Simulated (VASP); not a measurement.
# Ru (P6_3/mmc) in VASP: settings compared

Ru is run at these levels: r2SCAN, r2SCAN+D3(BJ); tasks: single point, relaxation of cell and atoms.

All numbers are computed with VASP 6.6.1; they aren't measurements. Logs are shortened: lines on timing, memory, paths and dates and some standing lists are left out, and cuts for length are marked.

## Step 1: The cell of the first run

Symmetry: P6_3/mmc, No. 194, hexagonal system. Conventional cell: a = 2.724 Å, b = 2.724 Å, c = 4.310 Å, α = 90.00°, β = 90.00°, γ = 120.00°. Within 3.5 Å of Ru (site symmetry -6m2) lie 12 Ru at 2.67 to 2.72 Å.

## Step 2: Single point, r2SCAN

Input file POSCAR:

```
Ru
1.0
    2.7237197275      0.0000000000      0.0000000000
   -1.3618598638      2.3588104769      0.0000000000
    0.0000000000      0.0000000000      4.3102577801
Ru
2
Direct
    0.6666666667      0.3333333333      0.7500000000
    0.3333333333      0.6666666667      0.2500000000
```

Input file INCAR.step1:

```
ALGO = Normal
EDIFF = 1E-5
ENCUT = 620
GGA = PE
GGA_COMPAT = F
ISMEAR = -1
LASPH = T
LCHARG = F
LREAL = F
LWAVE = T
NBANDS = 23
NELM = 120
PREC = Accurate
SIGMA = 0.05
```

Input file INCAR.step2:

```
ALGO = Normal
EDIFF = 1E-6
ENCUT = 620
GGA_COMPAT = F
ISIF = 2
ISMEAR = -1
ISTART = 1
LASPH = T
LCHARG = F
LMIXTAU = T
LREAL = F
LWAVE = F
METAGGA = R2SCAN
NBANDS = 23
NELM = 120
PREC = Accurate
SIGMA = 0.05
```

Input file KPOINTS:

```
k-points
0
Gamma
  11 11 6
```

Potentials or basis: VASP PAW PBE potentials, release 64 (Ru_sv).

Launch:

```sh
> cat potpaw_PBE.64/Ru_sv/POTCAR > POTCAR
> cp INCAR.step1 INCAR
> mpirun -np 1 vasp_std > vasp.out
> cp INCAR.step2 INCAR
> mpirun -np 1 vasp_std > vasp.out
```

OUTCAR:

```text
EDIFF = 1E-6
   ENCUT = 620
   ISIF = 2
   ISMEAR = -1
   ISTART = 1
   LASPH = T
   LREAL = F
   METAGGA = R2SCAN
   NELM = 120
   PREC = Accurate

 ion  position               nearest neighbor table
   1  0.667  0.333  0.750-   2 2.67   2 2.67   2 2.67   2 2.67   2 2.67   2 2.67
   2  0.333  0.667  0.250-   1 2.67   1 2.67   1 2.67   1 2.67   1 2.67   1 2.67

  LATTYP: Found a hexagonal cell.
 ALAT       =     2.7237197275
 C/A-ratio  =     1.5824894671

  Lattice vectors:

 A1 = (   2.7237197275,   0.0000000000,   0.0000000000)
 A2 = (  -1.3618598638,   2.3588104769,   0.0000000000)
 A3 = (   0.0000000000,   0.0000000000,   4.3102577801)

Analysis of symmetry for initial positions (statically):
=====================================================================
 Subroutine PRICEL returns:
 Original cell was already a primitive cell.

 Routine SETGRP: Setting up the symmetry group for a
 hexagonal supercell.

 Subroutine GETGRP returns: Found 24 space group operations
 (whereof 12 operations were pure point group operations)
 out of a pool of 24 trial point group operations.

The static configuration has the point symmetry D_3d.
 The point group associated with its full space group is D_6h.

Analysis of symmetry for dynamics (positions and initial velocities):
=====================================================================
 Subroutine PRICEL returns:
 Original cell was already a primitive cell.

 Routine SETGRP: Setting up the symmetry group for a
 hexagonal supercell.

 Subroutine GETGRP returns: Found 24 space group operations
 (whereof 12 operations were pure point group operations)
 out of a pool of 24 trial point group operations.

The dynamic configuration has the point symmetry D_3d.
 The point group associated with its full space group is D_6h.

 Subroutine INISYM returns: Found 24 space group operations
 (whereof 12 operations are pure point group operations),
 and found     1 'primitive' translations

----------------------------------------------------------------------------------------

                                     Primitive cell

  volume of cell :      27.6923

  direct lattice vectors                    reciprocal lattice vectors
     2.723719727  0.000000000  0.000000000     0.367144971  0.211971248  0.000000000
    -1.361859864  2.358810477  0.000000000     0.000000000  0.423942496  0.000000000
     0.000000000  0.000000000  4.310257780     0.000000000  0.000000000  0.232004685

  length of vectors
[... 80 lines left out ...]
   ENCUT  =  620.0 eV  45.57 Ry    6.75 a.u.   5.53  5.53  8.75*2*pi/ulx,y,z
   NELM   =    120;   NELMIN=  2; NELMDL=  0     # of ELM steps
   EDIFF  = 0.1E-05   stopping-criterion for ELM
   LREAL  =      F    real-space projection
   EDIFFG = 0.1E-04   stopping-criterion for IOM
   NSW    =      0    number of steps for IOM
   IBRION =     -1    ionic relax: 0-MD 1-quasi-New 2-CG
   NFREE  =      0    steps in history (QN), initial steepest desc. (CG)
   ISIF   =      2    stress and relaxation
   ISYM   =      2    0-nonsym 1-usesym 2-fastsym
   POTIM  = 0.5000    time-step for ionic-motion
   TEBEG  =    0.0;   TEEND  =   0.0 temperature during run
   PSTRESS=    0.0 pullay stress
   NELECT =      32.0000    total number of electrons
   NUPDOWN=      -1.0000    fix difference up-down
   EMIN   =  10.00;   EMAX   =-10.00  energy-range for DOS
   EFERMI =   0.00;   METHOD = LEGACY
   ISMEAR =    -1;   SIGMA  =   0.05  broadening in eV -4-tet -1-fermi 0-gaus
   EFERMI_NEDOS =   21; number of points for ismear=-14 and -15
   IALGO  =     38    algorithm
   IMIX   =      4    mixing-type and parameters
     AMIX     =   0.40;   BMIX     =  1.00
     AMIX_MAG =   1.60;   BMIX_MAG =  1.00
  volume/ion in A,a.u.               =      13.85        93.44
  Fermi-wavevector in a.u.,A,eV,Ry     =   1.717929  3.246415 40.154611  2.951281
  Thomas-Fermi vector in A             =   2.794837
   LORBIT       =      0    0 simple, 1 ext, 2 COOP (PROOUT), +10 PAW based schemes
   METAGGA = R2SCAN    functional components
   LHFCALC =     F    Hartree Fock is set to
   AEXX    =    0.0000 exact exchange contribution
   IVDW    =     0    specifies the selected vdW correction
   LEPSILON=     F    determine dielectric tensor
   LRPA    =     F    only Hartree local field effects (RPA)
 non-spin polarized calculation
  energy-cutoff  :      620.00
  volume of cell :       27.69
 maximum number of plane-waves:      1014
 NGX is ok and might be reduce to    24
   NGX = 11   NGY = 11   NGZ = 17

 number of electron      31.9999999 magnetization

 Free energy of the ion-electron system (eV)
  ---------------------------------------------------
  ext. energy  EPLUGINS =         0.00000000
  ---------------------------------------------------
  free energy    TOTEN  =       -50.92077264 eV

  energy without entropy =      -50.90423785  energy(sigma->0) =      -50.91250524

 E-fermi :  14.5715     XC(G=0): -15.3973

 val. band max:       14.5501341282   @ k =   0.2727  -0.0000   0.0000
 cond. band min:      14.5859166442   @ k =   0.3636   0.0000   0.3333
 fundamental gap:      0.0357825160
 Fermi energy:        14.5715134317

 k-point     1 :       0.0000    0.0000    0.0000
  band No.  band energies     occupation
      1     -60.6538      2.00000
      2     -60.4461      2.00000
      3     -30.3606      2.00000
      4     -29.4197      2.00000
      5     -29.4197      2.00000
      6     -29.2480      2.00000
[... 613 lines left out ...]
     22      30.1673      0.00000
     23      31.7135      0.00000

 [... further k-points ...]

------------------------ aborting loop because EDIFF is reached ----------------------------------------

  FORCE on cell =-STRESS in cart. coord.  units (eV):
  Direction    XX          YY          ZZ          XY          YZ          ZX
  --------------------------------------------------------------------------------------
  -------------------------------------------------------------------------------------
  Total       -1.3212220     -1.3212220     -1.5577687      0.0000000      0.0000000      0.0000000
  in kB      -76.4412330    -76.4412330    -90.1269870      0.0000000      0.0000000      0.0000000
  external PRESSURE =     -81.0031510 kB  Pullay stress =       0.0000000 kB

 VOLUME and BASIS-vectors are now :
 -----------------------------------------------------------------------------
  energy-cutoff  :      620.00
  volume of cell :       27.69
      direct lattice vectors                 reciprocal lattice vectors
     2.723719727  0.000000000  0.000000000     0.367144971  0.211971248  0.000000000
    -1.361859864  2.358810477  0.000000000     0.000000000  0.423942496  0.000000000
     0.000000000  0.000000000  4.310257780     0.000000000  0.000000000  0.232004685

 POSITION                                       TOTAL-FORCE (eV/Angst)
 -----------------------------------------------------------------------------------
      1.36186      0.78627      3.23269         0.000000     -0.000000      0.000000
     -0.00000      1.57254      1.07756        -0.000000      0.000000      0.000000
 -----------------------------------------------------------------------------------
    total drift:                                0.000000     -0.000000      0.000000

  FREE ENERGIE OF THE ION-ELECTRON SYSTEM (eV)
  ---------------------------------------------------
  free  energy   TOTEN  =       -50.9207726403 eV

  energy  without entropy=      -50.9042378474  energy(sigma->0) =      -50.91250524
```

OUTCAR.step1:

```text
EDIFF = 1E-5
   ENCUT = 620
   GGA = PE
   ISMEAR = -1
   LASPH = T
   LREAL = F
[... 846 lines left out ...]
 -----------------------------------------------------------------------------------
      1.36186      0.78627      3.23269         0.000000      0.000000      0.000000
     -0.00000      1.57254      1.07756        -0.000000      0.000000      0.000000
 -----------------------------------------------------------------------------------
    total drift:                                0.000000     -0.000000      0.000000

  FREE ENERGIE OF THE ION-ELECTRON SYSTEM (eV)
  ---------------------------------------------------
  free  energy   TOTEN  =       -18.5552288074 eV

  energy  without entropy=      -18.5379245405  energy(sigma->0) =      -18.54657667
```

OSZICAR.step1:

```text
N       E                     dE             d eps       ncg     rms          rms(c)
DAV:   1     0.481644278050E+03    0.48164E+03   -0.23196E+04  2944   0.183E+03
DAV:   2    -0.568068805189E+01   -0.48732E+03   -0.46893E+03  3337   0.577E+02
DAV:   3    -0.197264995700E+02   -0.14046E+02   -0.13758E+02  3463   0.110E+02
DAV:   4    -0.198591605772E+02   -0.13266E+00   -0.13257E+00  3336   0.114E+01
DAV:   5    -0.198610760999E+02   -0.19155E-02   -0.19155E-02  3546   0.135E+00    0.253E+01
DAV:   6    -0.186102168786E+02    0.12509E+01   -0.30106E+00  3161   0.171E+01    0.453E+00
DAV:   7    -0.185600368872E+02    0.50180E-01   -0.13962E-01  3504   0.309E+00    0.104E+00
DAV:   8    -0.185551018921E+02    0.49350E-02   -0.75006E-03  3105   0.105E+00    0.178E-01
DAV:   9    -0.185552140152E+02   -0.11212E-03   -0.24933E-04  4135   0.179E-01    0.313E-02
DAV:  10    -0.185552297739E+02   -0.15759E-04   -0.15230E-05  2483   0.332E-02    0.447E-03
DAV:  11    -0.185552288074E+02    0.96657E-06   -0.12761E-06  1864   0.126E-02
   1 F= -.18555229E+02 E0= -.18546577E+02  d E =-.173043E-01
```

It took 2.1 min on 1 thread of Intel Xeon 6975P-C (Granite Rapids), shared host; peak memory 0.18 GiB.

Results:

```
Free energy            : -50.9208 eV
Pressure               : -8.1 GPa
Band gap on the k mesh : zero (bands 16 and 17 overlap by 3.11 eV)
```

Stress tensor (GPa, compression positive):
```
-7.64  0.00  0.00
 0.00 -7.64  0.00
 0.00  0.00 -9.01
```

Caveat: the cell stands under tension; the PAW data sets were made with another functional, which shifts forces and pressure a little.

[end of part 1 of 2]

The gap in the log of VASP goes by the Fermi energy; the results here count the filled bands.